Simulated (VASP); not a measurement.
# ReS (Fm-3m) in VASP: a series of runs, part 2 of 2

VASP 6.6.1.

## Step 4: Single point, r2SCAN

This run uses another cell than the first one, of 15.33 Å³/atom.

POSCAR reads:

```
ReS
1.0
    0.0000000000      2.4842001446      2.4842001446
    2.4842001446      0.0000000000      2.4842001446
    2.4842001446      2.4842001446      0.0000000000
Re S
1 1
Direct
    0.0000000000      0.0000000000      0.0000000000
    0.5000000000      0.5000000000      0.5000000000
```

INCAR.step1 reads:

```
  PREC = Accurate
  ENCUT = 520
  ISMEAR = 0
  SIGMA = 0.1
  LREAL = F
  LASPH = T
  NELM = 60
  NBANDS = 14
  GGA = PE
  ALGO = Normal
  EDIFF = 1E-4
  LWAVE = T
  LCHARG = F
```

INCAR.step2 reads:

```
  PREC = Accurate
  ENCUT = 520
  EDIFF = 1E-7
  ISMEAR = 0
  SIGMA = 0.1
  LREAL = F
  LASPH = T
  NELM = 60
  ALGO = Normal
  ISIF = 2
  LWAVE = F
  LCHARG = F
  METAGGA = R2SCAN
  LMIXTAU = T
  NBANDS = 14
  ISTART = 1
```

KPOINTS reads:

```
Automatic mesh
0
Gamma
  14 14 14
```

Potentials or basis: VASP PAW PBE potentials, release 64 (Re, S).

Command:

```bash
> cat potpaw_PBE.64/Re/POTCAR potpaw_PBE.64/S/POTCAR > POTCAR
> cp INCAR.step1 INCAR
> mpirun -np 1 vasp_std > vasp.out
> cp INCAR.step2 INCAR
> mpirun -np 1 vasp_std > vasp.out
```

OUTCAR:

```text
PREC = Accurate
   ENCUT = 520
   EDIFF = 1E-7
   ISMEAR = 0
   LREAL = F
   LASPH = T
   NELM = 60
   ISIF = 2
   METAGGA = R2SCAN
   ISTART = 1

 ion  position               nearest neighbor table
   1  0.000  0.000  0.000-   2 2.48   2 2.48   2 2.48   2 2.48   2 2.48   2 2.48
   2  0.500  0.500  0.500-   1 2.48   1 2.48   1 2.48   1 2.48   1 2.48   1 2.48

  LATTYP: Found a face centered cubic cell.
 ALAT       =     4.9684002892

  Lattice vectors:

 A1 = (   0.0000000000,   2.4842001446,   2.4842001446)
 A2 = (   2.4842001446,   0.0000000000,   2.4842001446)
 A3 = (   2.4842001446,   2.4842001446,   0.0000000000)

Analysis of symmetry for initial positions (statically):
=====================================================================
 Subroutine PRICEL returns:
 Original cell was already a primitive cell.

 Routine SETGRP: Setting up the symmetry group for a
 face centered cubic supercell.

 Subroutine GETGRP returns: Found 48 space group operations
 (whereof 48 operations were pure point group operations)
 out of a pool of 48 trial point group operations.

The static configuration has the point symmetry O_h .

Analysis of symmetry for dynamics (positions and initial velocities):
=====================================================================
 Subroutine PRICEL returns:
 Original cell was already a primitive cell.

 Routine SETGRP: Setting up the symmetry group for a
 face centered cubic supercell.

 Subroutine GETGRP returns: Found 48 space group operations
 (whereof 48 operations were pure point group operations)
 out of a pool of 48 trial point group operations.

The dynamic configuration has the point symmetry O_h .

 Subroutine INISYM returns: Found 48 space group operations
 (whereof 48 operations are pure point group operations),
 and found     1 'primitive' translations

----------------------------------------------------------------------------------------

[... 121 lines left out ...]
   LEPSILON=     F    determine dielectric tensor
   LRPA    =     F    only Hartree local field effects (RPA)
 non-spin polarized calculation
 Gauss-broadening in eV      SIGMA  =   0.10
  energy-cutoff  :      520.00
  volume of cell :       30.66
 maximum number of plane-waves:       869
 NGX is ok and might be reduce to    28
   NGX = 13   NGY = 13   NGZ = 13

 number of electron      13.0000001 magnetization

 Free energy of the ion-electron system (eV)
  ---------------------------------------------------
  ext. energy  EPLUGINS =         0.00000000
  ---------------------------------------------------
  free energy    TOTEN  =       -58.40244263 eV

  energy without entropy =      -58.38386343  energy(sigma->0) =      -58.39315303

 E-fermi :   8.6679     XC(G=0): -13.0575

 val. band max:        8.6575269171   @ k =  -0.4286   0.2143   0.0000
 cond. band min:       8.6772199044   @ k =  -0.2143   0.3571   0.1429
 fundamental gap:      0.0196929873
 Fermi energy:         8.6679471571

 k-point     1 :       0.0000    0.0000    0.0000
  band No.  band energies     occupation
      1      -8.8804      2.00000
      2       5.4244      2.00000
      3       5.4244      2.00000
      4       5.4244      2.00000
      5       5.8658      2.00000
      6       5.8658      2.00000
      7       5.8658      2.00000
      8       6.3014      2.00000
      9       6.3014      2.00000
     10      11.4515      0.00000
     11      18.5900      0.00000
     12      21.9403      0.00000
     13      21.9403      0.00000
     14      21.9403      0.00000
[... 377 lines left out ...]
      1      -7.8969      2.00000
      2       1.2070      2.00000
      3       3.0026      2.00000
      4       3.3340      2.00000
      5       5.8646      2.00000
      6       7.2633      2.00000
      7       8.1075      2.00000
      8       9.0428      0.00000
      9      10.5044      0.00000
     10      15.3975      0.00000
     11      16.6755      0.00000
     12      18.6242      0.00000
     13      18.6881      0.00000
     14      20.9549      0.00000

 [... further k-points ...]

------------------------ aborting loop because EDIFF is reached ----------------------------------------

  FORCE on cell =-STRESS in cart. coord.  units (eV):
  Direction    XX          YY          ZZ          XY          YZ          ZX
  --------------------------------------------------------------------------------------
  -------------------------------------------------------------------------------------
  Total       -1.2233415     -1.2233415     -1.2233415     -0.0000000     -0.0000000     -0.0000000
  in kB      -63.9246787    -63.9246787    -63.9246787     -0.0000000     -0.0000000     -0.0000000
  external PRESSURE =     -63.9246787 kB  Pullay stress =       0.0000000 kB

 VOLUME and BASIS-vectors are now :
 -----------------------------------------------------------------------------
  energy-cutoff  :      520.00
  volume of cell :       30.66
      direct lattice vectors                 reciprocal lattice vectors
     0.000000000  2.484200145  2.484200145    -0.201272028  0.201272028  0.201272028
     2.484200145  0.000000000  2.484200145     0.201272028 -0.201272028  0.201272028
     2.484200145  2.484200145  0.000000000     0.201272028  0.201272028 -0.201272028

 POSITION                                       TOTAL-FORCE (eV/Angst)
 -----------------------------------------------------------------------------------
      0.00000      0.00000      0.00000        -0.000000     -0.000000     -0.000000
      2.48420      2.48420      2.48420         0.000000      0.000000      0.000000
 -----------------------------------------------------------------------------------
    total drift:                                0.000000      0.000000      0.000000

  FREE ENERGIE OF THE ION-ELECTRON SYSTEM (eV)
  ---------------------------------------------------
  free  energy   TOTEN  =       -58.4024426345 eV

  energy  without entropy=      -58.3838634314  energy(sigma->0) =      -58.39315303
```

OSZICAR.step1:

```text
N       E                     dE             d eps       ncg     rms          rms(c)
DAV:   1     0.372567695327E+02    0.37257E+02   -0.59252E+03  4612   0.948E+02
DAV:   2    -0.134181738356E+02   -0.50675E+02   -0.46652E+02  4866   0.222E+02
DAV:   3    -0.150741882801E+02   -0.16560E+01   -0.16438E+01  4356   0.422E+01
DAV:   4    -0.150831002025E+02   -0.89119E-02   -0.89042E-02  3794   0.233E+00
DAV:   5    -0.150834175018E+02   -0.31730E-03   -0.31725E-03  4506   0.457E-01    0.254E+01
DAV:   6    -0.145225104153E+02    0.56091E+00   -0.16708E+00  4910   0.305E+01    0.100E+01
DAV:   7    -0.144984935784E+02    0.24017E-01   -0.84551E-02  4842   0.401E+00    0.526E+00
DAV:   8    -0.144927861592E+02    0.57074E-02   -0.16397E-02  4806   0.189E+00    0.492E-01
DAV:   9    -0.144925822937E+02    0.20387E-03   -0.89913E-04  4380   0.217E-01    0.293E-01
DAV:  10    -0.144926083279E+02   -0.26034E-04   -0.10805E-04  2104   0.273E-01
   1 F= -.14492608E+02 E0= -.14483431E+02  d E =-.183543E-01
```

It took 8.9 min on 1 thread of Intel Xeon 8259CL, shared host; peak memory 0.2 GiB.

What came out:

```
Free energy            : -58.4024 eV
Pressure               : -6.4 GPa
Band gap on the k mesh : zero (an odd number of electrons rules out a gap without spin polarisation)
```

Levels at points of the mesh, in eV from the Fermi level:
| k point | band 2 | band 3 | band 4 | band 5 | band 6 | band 7 | band 8 | band 9 | band 10 | band 11 |
| --- | --- | --- | --- | --- | --- | --- | --- | --- | --- | --- |
| (0.00, 0.00, 0.00) | -3.24 | -3.24 | -3.24 | -2.80 | -2.80 | -2.80 | -2.37 | -2.37 | 2.78 | 9.92 |
| (0.50, 0.00, 0.00) | -9.65 | -6.90 | -6.90 | -0.31 | -0.31 | 0.25 | 2.85 | 5.30 | 5.30 | 6.35 |
| (0.50, 0.50, 0.00) | -7.36 | -4.80 | -4.80 | -4.62 | -1.28 | 0.43 | 0.43 | 0.52 | 2.58 | 11.49 |

Caveat: the cell stands under tension; the PAW data sets were made with another functional, which shifts forces and pressure a little; spin-orbit coupling is left out, which moves the levels of the heavy elements; an odd number of electrons without spin polarisation forces a metal; a magnetic or distorted state may lie lower.

## Step 5: Single point, r2SCAN, collinear spin

This run uses another cell than the first one, of 15.28 Å³/atom.

POSCAR reads:

```
ReS
1.0
    0.0000000000      2.4815891113      2.4815891113
    2.4815891113      0.0000000000      2.4815891113
    2.4815891113      2.4815891113      0.0000000000
Re S
1 1
Direct
    0.0000000000      0.0000000000      0.0000000000
    0.5000000000      0.5000000000      0.5000000000
```

INCAR.step1 reads:

```
SYSTEM = ReS
  PREC = Accurate
  ENCUT = 520
  ISMEAR = 0
  SIGMA = 0.1
  LREAL = .FALSE.
  LASPH = .TRUE.
  NELM = 150
  ISPIN = 2
  MAGMOM = 1.01 0
  LMAXMIX = 4
  NBANDS = 18
  GGA = PE
  ALGO = Normal
  EDIFF = 1E-4
  LWAVE = .TRUE.
  LCHARG = .FALSE.
```

INCAR.step2 reads:

```
SYSTEM = ReS
  PREC = Accurate
  ENCUT = 520
  EDIFF = 1E-7
  ISMEAR = 0
  SIGMA = 0.1
  LREAL = .FALSE.
  LASPH = .TRUE.
  NELM = 150
  ALGO = Normal
  ISIF = 2
  LWAVE = .FALSE.
  LCHARG = .FALSE.
  ISPIN = 2
  MAGMOM = 1.01 0
  LORBIT = 11
  LMAXMIX = 4
  METAGGA = R2SCAN
  LMIXTAU = .TRUE.
  NBANDS = 18
  ISTART = 1
```

KPOINTS reads:

```
regular mesh
0
G
  8 8 8
  0 0 0
```

Potentials or basis: VASP PAW PBE potentials, release 64 (Re, S).

Command:

```bash
> cat potpaw_PBE.64/Re/POTCAR potpaw_PBE.64/S/POTCAR > POTCAR
> cp INCAR.step1 INCAR
> mpirun -np 1 vasp_std > vasp.out
> cp INCAR.step2 INCAR
> mpirun -np 1 vasp_std > vasp.out
```

OUTCAR:

```text
SYSTEM = ReS
   PREC = Accurate
   ENCUT = 520
   EDIFF = 1E-7
   ISMEAR = 0
   LREAL = .FALSE.
   LASPH = .TRUE.
   NELM = 150
   ISIF = 2
   ISPIN = 2
   LORBIT = 11
   METAGGA = R2SCAN
   ISTART = 1

 ion  position               nearest neighbor table
   1  0.000  0.000  0.000-   2 2.48   2 2.48   2 2.48   2 2.48   2 2.48   2 2.48
   2  0.500  0.500  0.500-   1 2.48   1 2.48   1 2.48   1 2.48   1 2.48   1 2.48

  LATTYP: Found a face centered cubic cell.
 ALAT       =     4.9631782226

  Lattice vectors:

 A1 = (   0.0000000000,   2.4815891113,   2.4815891113)
[... 1223 lines left out ...]
  external PRESSURE =      15.0171196 kB  Pullay stress =       0.0000000 kB

 VOLUME and BASIS-vectors are now :
 -----------------------------------------------------------------------------
  energy-cutoff  :      520.00
  volume of cell :       30.56
      direct lattice vectors                 reciprocal lattice vectors
     0.000000000  2.481589111  2.481589111    -0.201483798  0.201483798  0.201483798
     2.481589111  0.000000000  2.481589111     0.201483798 -0.201483798  0.201483798
     2.481589111  2.481589111  0.000000000     0.201483798  0.201483798 -0.201483798

 POSITION                                       TOTAL-FORCE (eV/Angst)
 -----------------------------------------------------------------------------------
      0.00000      0.00000      0.00000         0.000000     -0.000000     -0.000000
      2.48159      2.48159      2.48159         0.000000      0.000000      0.000000
 -----------------------------------------------------------------------------------
    total drift:                                0.000000      0.000000      0.000000

  FREE ENERGIE OF THE ION-ELECTRON SYSTEM (eV)
  ---------------------------------------------------
  free  energy   TOTEN  =       -58.6446870726 eV

  energy  without entropy=      -58.6387070560  energy(sigma->0) =      -58.64169706

 total charge

# of ion       s       p       d       tot
------------------------------------------
    1        0.443   0.384   5.005   5.832
    2        1.293   2.401   0.000   3.694
--------------------------------------------------
tot          1.736   2.784   5.005   9.525

 magnetization (x)

# of ion       s       p       d       tot
------------------------------------------
    1        0.079   0.007   1.801   1.888
    2        0.008   0.022   0.000   0.031
--------------------------------------------------
tot          0.088   0.029   1.801   1.918
```

OSZICAR.step1:

```text
N       E                     dE             d eps       ncg     rms          rms(c)
DAV:   1     0.395477927809E+02    0.39548E+02   -0.57574E+03  3288   0.757E+02
DAV:   2    -0.132318553487E+02   -0.52780E+02   -0.47880E+02  3454   0.215E+02
DAV:   3    -0.150732962217E+02   -0.18414E+01   -0.18157E+01  3448   0.437E+01
DAV:   4    -0.150818424758E+02   -0.85463E-02   -0.85351E-02  3304   0.186E+00
DAV:   5    -0.150819878608E+02   -0.14539E-03   -0.14536E-03  3080   0.216E-01    0.261E+01
DAV:   6    -0.145472196681E+02    0.53477E+00   -0.12207E+00  3502   0.235E+01    0.107E+01
DAV:   7    -0.145214025398E+02    0.25817E-01   -0.78024E-02  3376   0.337E+00    0.564E+00
DAV:   8    -0.145157740359E+02    0.56285E-02   -0.13686E-02  3412   0.163E+00    0.105E+00
DAV:   9    -0.145162692810E+02   -0.49525E-03   -0.66116E-04  3240   0.210E-01    0.428E-01
DAV:  10    -0.145179684613E+02   -0.16992E-02   -0.14487E-03  3320   0.358E-01    0.287E-01
DAV:  11    -0.145197564138E+02   -0.17880E-02   -0.82752E-04  3286   0.220E-01    0.186E-01
DAV:  12    -0.145208378957E+02   -0.10815E-02   -0.28728E-04  2464   0.133E-01    0.163E-01
DAV:  13    -0.145216822232E+02   -0.84433E-03   -0.66795E-03  3306   0.605E-01    0.178E-01
DAV:  14    -0.145224322776E+02   -0.75005E-03   -0.12519E-03  3262   0.265E-01    0.426E-02
DAV:  15    -0.145224651855E+02   -0.32908E-04   -0.54577E-05  1364   0.730E-02
   1 F= -.14522465E+02 E0= -.14517407E+02  d E =-.101166E-01  mag=     1.2891
```

It took 6.1 min on 1 thread of Intel Xeon 8259CL, shared host; peak memory 0.2 GiB.

Results:

```yaml
Free_energy: -58.6447 eV
Pressure: 1.5 GPa
Net_moment: 1.90 μB per cell
Site_moments: Re +1.89; S +0.03 μB
Valence_electrons_inside_the_program's_atomic_spheres: Re 5.83; S 3.69
```

Levels at points of the mesh, in eV from the Fermi level:
Spin up:
```
           k point  band 5  band 6  band 7  band 8  band 9  band 10  band 11  band 12
(0.00, 0.00, 0.00)   -3.30   -3.30   -3.30   -2.76   -2.76     2.37     9.63    13.07
(0.50, 0.00, 0.00)   -1.25   -1.25   -0.66    2.66    5.02     5.02     6.17     6.17
(0.50, 0.50, 0.00)   -4.86   -1.69   -0.61   -0.61    0.00     2.19    11.16    11.22
```
Spin down:
| k point | band 4 | band 5 | band 6 | band 7 | band 8 | band 9 |
| --- | --- | --- | --- | --- | --- | --- |
| (0.00, 0.00, 0.00) | -3.25 | -2.00 | -2.00 | -2.00 | -1.96 | -1.96 |
| (0.50, 0.00, 0.00) | -6.74 | 0.73 | 0.73 | 1.25 | 2.96 | 5.69 |
| (0.50, 0.50, 0.00) | -4.81 | -3.98 | -0.85 | 1.01 | 1.59 | 1.59 |

Caveat: the PAW data sets were made with another functional, which shifts forces and pressure a little; spin-orbit coupling is left out, which moves the levels of the heavy elements.

## Step 6: Overview

```tsv
spin	cell	k mesh	gap on the mesh (eV)	pressure (GPa)
off	a = 3.261 Å, angles 60.0°, 2 atoms	14 × 14 × 14	none	64.1
off	a = 3.467 Å, angles 60.0°, 2 atoms	14 × 14 × 14	none	1.6
off	a = 3.513 Å, angles 60.0°, 2 atoms	14 × 14 × 14	none	-6.4
collinear	a = 3.509 Å, angles 60.0°, 2 atoms	8 × 8 × 8	none	1.5
```

Alike in all rows: task single point; level r2SCAN; potentials or basis VASP PAW PBE potentials, release 64 (Re, S); cutoff (eV) 520; smearing gaussian 0.1 eV.

Caveats: the PAW data sets were made with another functional, which shifts forces and pressure a little; spin-orbit coupling is left out, which moves the levels of the heavy elements; an odd number of electrons without spin polarisation forces a metal (at least some runs); a magnetic or distorted state may lie lower (at least some runs); the cell stands under pressure (at least some runs); the cell stands under tension (at least some runs).

Total energies depend on the potentials used, so only differences within one code and one set of settings carry meaning.

The gap in the log of VASP goes by the Fermi energy; the results here count the filled bands.